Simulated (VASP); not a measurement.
# B (R-3m) in VASP: further runs, part 3 of 3

VASP 6.6.1. Earlier steps stand in the parts before.

### 6 Electric field gradients, LDA (shortest bond scaled by 0.58)

INCAR reads:

```
SYSTEM = B
ALGO = Normal
EDIFF = 1E-8
ENCUT = 520
GGA = CA
ISIF = 2
ISMEAR = -1
LASPH = .True.
LCHARG = .False.
LEFG = .True.
LREAL = .False.
LWAVE = .False.
NBANDS = 10
NELM = 60
PREC = Accurate
SIGMA = 0.05
```

KPOINTS reads:

```
k-points
0
Gamma
  13 13 13
  0 0 0
```

POSCAR reads:

```
B
1.0
    0.0000000000      2.0103628793      2.0103628793
    2.0103628793      0.0000000000      2.0103628793
    2.0103628793      2.0103628793      0.0000000000
B
2
Direct
   -0.2825000000     -0.0725000000     -0.0725000000
    0.2825000000      0.0725000000      0.0725000000
```

Potentials or basis: VASP PAW LDA potentials, release 64 (B).

On the command line:

```sh
$ cat potpaw_LDA.64/B/POTCAR > POTCAR
$ mpirun -np 1 vasp_std > vasp.out
```

OUTCAR:

```text
SYSTEM = B
   EDIFF = 1E-8
   ENCUT = 520
   GGA = CA
   ISIF = 2
   ISMEAR = -1
   LASPH = .True.
   LREAL = .False.
   NELM = 60
   PREC = Accurate

 ion  position               nearest neighbor table
   1  0.718  0.928  0.928-   2 1.01   2 2.10   2 2.10   2 2.10
   2  0.282  0.072  0.072-   1 1.01   1 2.10   1 2.10   1 2.10

 -----------------------------------------------------------------------------
|                                                                             |
|           W    W    AA    RRRRR   N    N  II  N    N   GGGG   !!!           |
|           W    W   A  A   R    R  NN   N  II  NN   N  G    G  !!!           |
|           W    W  A    A  R    R  N N  N  II  N N  N  G       !!!           |
|           W WW W  AAAAAA  RRRRR   N  N N  II  N  N N  G  GGG   !            |
|           WW  WW  A    A  R   R   N   NN  II  N   NN  G    G                |
|           W    W  A    A  R    R  N    N  II  N    N   GGGG   !!!           |
|                                                                             |
|     The distance between some ions is very small. Please check the          |
|     nearest-neighbor list in the OUTCAR file.                               |
|     I HOPE YOU KNOW WHAT YOU ARE DOING!                                     |
|                                                                             |
 -----------------------------------------------------------------------------

  LATTYP: Found a face centered cubic cell.
 ALAT       =     4.0207257586

  Lattice vectors:

 A1 = (   0.0000000000,   2.0103628793,   2.0103628793)
 A2 = (   2.0103628793,   0.0000000000,   2.0103628793)
 A3 = (   2.0103628793,   2.0103628793,   0.0000000000)

Analysis of symmetry for initial positions (statically):
=====================================================================
 Subroutine PRICEL returns:
 Original cell was already a primitive cell.

 Routine SETGRP: Setting up the symmetry group for a
 face centered cubic supercell.

 Subroutine GETGRP returns: Found 12 space group operations
 (whereof  4 operations were pure point group operations)
 out of a pool of 48 trial point group operations.

The static configuration has the point symmetry C_2h.
 The point group associated with its full space group is D_3d.

Analysis of symmetry for dynamics (positions and initial velocities):
=====================================================================
 Subroutine PRICEL returns:
 Original cell was already a primitive cell.

 Routine SETGRP: Setting up the symmetry group for a
 face centered cubic supercell.

 Subroutine GETGRP returns: Found 12 space group operations
 (whereof  4 operations were pure point group operations)
 out of a pool of 48 trial point group operations.

The dynamic configuration has the point symmetry C_2h.
 The point group associated with its full space group is D_3d.

 Subroutine INISYM returns: Found 12 space group operations
 (whereof  4 operations are pure point group operations),
 and found     1 'primitive' translations

----------------------------------------------------------------------------------------

                                     Primitive cell

  volume of cell :      16.2500

  direct lattice vectors                    reciprocal lattice vectors
[... 105 lines left out ...]
   IMIX   =      4    mixing-type and parameters
     AMIX     =   0.40;   BMIX     =  1.00
     AMIX_MAG =   1.60;   BMIX_MAG =  1.00
  volume/ion in A,a.u.               =       8.13        54.83
  Fermi-wavevector in a.u.,A,eV,Ry     =   1.174467  2.219421 18.767503  1.379373
  Thomas-Fermi vector in A             =   2.310863
   LORBIT       =      0    0 simple, 1 ext, 2 COOP (PROOUT), +10 PAW based schemes
   GGA     = CA    functional components
   LHFCALC =     F    Hartree Fock is set to
   AEXX    =    0.0000 exact exchange contribution
   IVDW    =     0    specifies the selected vdW correction
   LEPSILON=     F    determine dielectric tensor
   LRPA    =     F    only Hartree local field effects (RPA)
 non-spin polarized calculation
  energy-cutoff  :      520.00
  volume of cell :       16.25
 maximum number of plane-waves:       449
 NGX is ok and might be reduce to    24
   NGX = 11   NGY = 11   NGZ = 11

 number of electron       6.0000000 magnetization

 Free energy of the ion-electron system (eV)
  ---------------------------------------------------
  ext. energy  EPLUGINS =         0.00000000
  ---------------------------------------------------
  free energy    TOTEN  =        -0.59988679 eV

  energy without entropy =       -0.59240140  energy(sigma->0) =       -0.59614410

 E-fermi :   3.4287     XC(G=0): -11.1791

 val. band max:        3.4224475228   @ k =  -0.4615   0.3077   0.1538
 cond. band min:       3.4407038628   @ k =  -0.3077   0.3077   0.0769
 fundamental gap:      0.0182563400
 Fermi energy:         3.4286549737

 k-point     1 :       0.0000    0.0000    0.0000
  band No.  band energies     occupation
      1      -8.5962      2.00000
      2       3.0507      1.99896
      3       6.4039      0.00000
      4       6.4039      0.00000
      5      13.8291      0.00000
      6      13.8291      0.00000
      7      15.8705      0.00000
      8      21.0957      0.00000
      9      22.7469      0.00000
     10      25.6856      0.00000
[... 287 lines left out ...]
 k-point    24 :       0.3846    0.0769    0.0000
  band No.  band energies     occupation
      1      -5.9598      2.00000
      2      -0.9112      2.00000
      3       4.1105      0.00000
      4       4.5435      0.00000
      5      14.6073      0.00000
      6      16.1352      0.00000
      7      17.7208      0.00000
      8      18.2049      0.00000
      9      21.5658      0.00000
     10      23.6296      0.00000

 [... further k-points ...]
[... 5 lines left out ...]
  --------------------------------------------------------------------------------------
  -------------------------------------------------------------------------------------
  Total       17.9178191     17.9178191     17.9178191    -20.0768632     20.0768632    -20.0768632
  in kB     1766.6168339   1766.6168339   1766.6168339  -1979.4889267   1979.4889267  -1979.4889267
  external PRESSURE =    1766.6168339 kB  Pullay stress =       0.0000000 kB

 VOLUME and BASIS-vectors are now :
 -----------------------------------------------------------------------------
  energy-cutoff  :      520.00
  volume of cell :       16.25
      direct lattice vectors                 reciprocal lattice vectors
     0.000000000  2.010362879  2.010362879    -0.248711317  0.248711317  0.248711317
     2.010362879  0.000000000  2.010362879     0.248711317 -0.248711317  0.248711317
     2.010362879  2.010362879  0.000000000     0.248711317  0.248711317 -0.248711317

 POSITION                                       TOTAL-FORCE (eV/Angst)
 -----------------------------------------------------------------------------------
      3.72922      3.30705      3.30705       -36.643195     36.643195     36.643195
      0.29150      0.71368      0.71368        36.643195    -36.643195    -36.643195
 -----------------------------------------------------------------------------------
    total drift:                                0.000000     -0.000000      0.000000

  FREE ENERGIE OF THE ION-ELECTRON SYSTEM (eV)
  ---------------------------------------------------
  free  energy   TOTEN  =        -0.5998867932 eV

  energy  without entropy=       -0.5924013993  energy(sigma->0) =       -0.59614410

 Electric field gradients (V/A^2)
---------------------------------------------------------------------
 ion       V_xx      V_yy      V_zz      V_xy      V_xz      V_yz
---------------------------------------------------------------------
   1      -0.000     0.000     0.000     6.164     6.164    -6.164
   2      -0.000     0.000     0.000     6.164     6.164    -6.164
---------------------------------------------------------------------

 Electric field gradients after diagonalization (V/A^2)
 (convention: |V_zz| > |V_xx| > |V_yy|)
----------------------------------------------------------------------
 ion       V_xx      V_yy      V_zz     asymmetry (V_yy - V_xx)/ V_zz
----------------------------------------------------------------------
   1       6.164     6.164   -12.328       0.000
   2       6.164     6.164   -12.328       0.000
----------------------------------------------------------------------

           NMR quadrupolar parameters

 Cq : quadrupolar parameter    Cq=e*Q*V_zz/h
 eta: asymmetry parameters     (V_yy - V_xx)/ V_zz
 Q  : nuclear electric quadrupole moment in mb (millibarn)
----------------------------------------------------------------------
 ion       Cq(MHz)       eta       Q (mb)
----------------------------------------------------------------------
   1      -0.030       0.000       1.000
   2      -0.030       0.000       1.000
----------------------------------------------------------------------
```

OSZICAR:

```text
N       E                     dE             d eps       ncg     rms          rms(c)
DAV:   1     0.124107260728E+02    0.12411E+02   -0.30533E+03  4700   0.526E+02
DAV:   2    -0.409337653322E+01   -0.16504E+02   -0.15859E+02  5762   0.103E+02
DAV:   3    -0.440466516900E+01   -0.31129E+00   -0.30688E+00  5400   0.124E+01
DAV:   4    -0.440515126644E+01   -0.48610E-03   -0.48608E-03  5038   0.544E-01
DAV:   5    -0.440515186692E+01   -0.60048E-06   -0.60053E-06  5158   0.197E-02    0.105E+01
DAV:   6    -0.115616335836E+01    0.32490E+01   -0.49734E+00  4680   0.119E+01    0.431E+00
DAV:   7    -0.600128878336E+00    0.55603E+00   -0.21728E+00  4922   0.790E+00    0.740E-01
DAV:   8    -0.600220945738E+00   -0.92067E-04   -0.22278E-02  4942   0.134E+00    0.273E-01
DAV:   9    -0.599890622406E+00    0.33032E-03   -0.15339E-03  5036   0.233E-01    0.349E-02
DAV:  10    -0.599887050983E+00    0.35714E-05   -0.25178E-05  5062   0.429E-02    0.157E-02
DAV:  11    -0.599886903168E+00    0.14781E-06   -0.63181E-06  4912   0.146E-02    0.240E-03
DAV:  12    -0.599886794389E+00    0.10878E-06   -0.31053E-07  4998   0.386E-03    0.437E-04
DAV:  13    -0.599886793184E+00    0.12059E-08   -0.16966E-08  3236   0.790E-04
   1 F= -.59988679E+00 E0= -.59614410E+00  d E =-.748539E-02
```

stdout:

```text
POSCAR found type information on POSCAR B
 POSCAR found :  1 types and       2 ions
 scaLAPACK will be used
 LDA part: xc-table for (Slater(with rela. corr.)+CA(PZ))
 , standard interpolation
 -----------------------------------------------------------------------------
|                                                                             |
|           W    W    AA    RRRRR   N    N  II  N    N   GGGG   !!!           |
|           W    W   A  A   R    R  NN   N  II  NN   N  G    G  !!!           |
|           W    W  A    A  R    R  N N  N  II  N N  N  G       !!!           |
|           W WW W  AAAAAA  RRRRR   N  N N  II  N  N N  G  GGG   !            |
|           WW  WW  A    A  R   R   N   NN  II  N   NN  G    G                |
|           W    W  A    A  R    R  N    N  II  N    N   GGGG   !!!           |
|                                                                             |
|     The distance between some ions is very small. Please check the          |
|     nearest-neighbor list in the OUTCAR file.                               |
|     I HOPE YOU KNOW WHAT YOU ARE DOING!                                     |
|                                                                             |
 -----------------------------------------------------------------------------

 POSCAR, INCAR and KPOINTS ok, starting setup
 FFT: planning ... GRIDC
 FFT: planning ... GRID_SOFT
 FFT: planning ... GRID
 WAVECAR not read
 entering main loop
ion   1

ion   2
```

It used 18 s of CPU time on 1 thread of Intel Xeon 6975P-C, with other jobs on the host.

What came out:

| Quantity | Value |
| --- | --- |
| Free energy | -0.5999 eV |
| Pressure | 176.7 GPa |
| Largest force | 63.468 eV/Å |
| Band gap on the k mesh | zero (band 3 reaches 6.40 eV, above the bottom of band 4 at 1.67 eV) |

Forces in eV/Å, atoms in the order of the input:
```
B   -36.643  36.643  36.643
B    36.643 -36.643 -36.643
```

Stress tensor (GPa, compression positive):
```
 176.66 -197.95 -197.95
-197.95  176.66  197.95
-197.95  197.95  176.66
```

Electric field gradients, principal values (V/Å²):
```csv
atom,least,middle,greatest (by size)
1 B,6.164,6.164,-12.328
2 B,6.164,6.164,-12.328
```

Caveat: the cell differs from its parent crystal (shortest bond scaled by 0.58); without QUAD_EFG the Cq values of the log hold for a quadrupole moment of 1 mb, not for the nuclei; forces of over 1 eV/Å act on the atoms, so gaps and moduli don't describe the material at rest.
